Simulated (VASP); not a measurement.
Wanted: the native input for a VASP 6.6.1 run.

```yaml
Task: single point
Functional: r2SCAN
Dispersion: rVV10
Potentials_or_basis: VASP PAW PBE potentials, release 64 (Sn_d, Se)
Cutoff: 520 eV
k_mesh: 12 × 12 × 6
Occupations: fermi-dirac, width 0.03 eV
Spin: no spin polarisation
Dipole_correction: no
Further_INCAR_settings: ALGO = Normal; EDIFF = 1e-06; NBANDS = 20
```

Crystal: SnSe2.

```xyz
3
Lattice="3.8255 0.0000 0.0000 -1.9128 3.3130 0.0000 0.0000 0.0000 6.2308" Properties=species:S:1:pos:R:3 pbc="T T T"
Sn    0.0000    0.0000    0.0000
Se    0.0000    2.2087    1.5763
Se    1.9128    1.1043    4.6545
```

These files were run (other wordings do the same):

POSCAR

```
SnSe2
1.0
    3.8255480572      0.0000000000      0.0000000000
   -1.9127740286      3.3130218009      0.0000000000
    0.0000000000      0.0000000000      6.2308439267
Sn Se
1 2
Direct
    0.0000000000      0.0000000000      0.0000000000
    0.3333333333      0.6666666667      0.2529856606
    0.6666666667      0.3333333333      0.7470143394
```

INCAR.step1

```
SYSTEM = SnSe2
  PREC = Accurate
  ENCUT = 520
  ISMEAR = -1
  SIGMA = 0.03
  LREAL = .False.
  LASPH = .True.
  NELM = 60
  NBANDS = 20
  GGA = PE
  ALGO = Normal
  EDIFF = 1E-4
  LWAVE = .True.
  LCHARG = .False.
```

INCAR.step2

```
SYSTEM = SnSe2
  PREC = Accurate
  ENCUT = 520
  EDIFF = 1E-6
  ISMEAR = -1
  SIGMA = 0.03
  LREAL = .False.
  LASPH = .True.
  NELM = 60
  ALGO = Normal
  ISIF = 2
  LWAVE = .False.
  LCHARG = .False.
  METAGGA = R2SCAN
  LMIXTAU = .True.
  LUSE_VDW = .True.
  IVDW_NL = 2
  BPARAM = 11.95
  CPARAM = 0.0093
  NBANDS = 20
  ISTART = 1
```

KPOINTS

```
regular mesh
0
Gamma
  12 12 6
  0 0 0
```

Potentials or basis: VASP PAW PBE potentials, release 64 (Sn_d, Se).

Launch:

```console
$ cat potpaw_PBE.64/Sn_d/POTCAR potpaw_PBE.64/Se/POTCAR > POTCAR
$ cp INCAR.step1 INCAR
$ mpirun -np 1 vasp_std > vasp.out
$ cp INCAR.step2 INCAR
$ mpirun -np 1 vasp_std > vasp.out
```

Results of the run:

- Pressure: 0.2 GPa
- Largest force: 0.026 eV/Å
- Band gap on the k mesh: 0.93 eV (least direct gap 1.49 eV)

Caveat: the PAW data sets were made with another functional, which shifts forces and pressure a little; spin-orbit coupling is left out, which moves the levels of the heavy elements.

It took 7.2 min on 1 thread of Intel(R) Xeon(R) Platinum 8488C (Sapphire Rapids), on a shared host, peak memory 0.45 GiB.
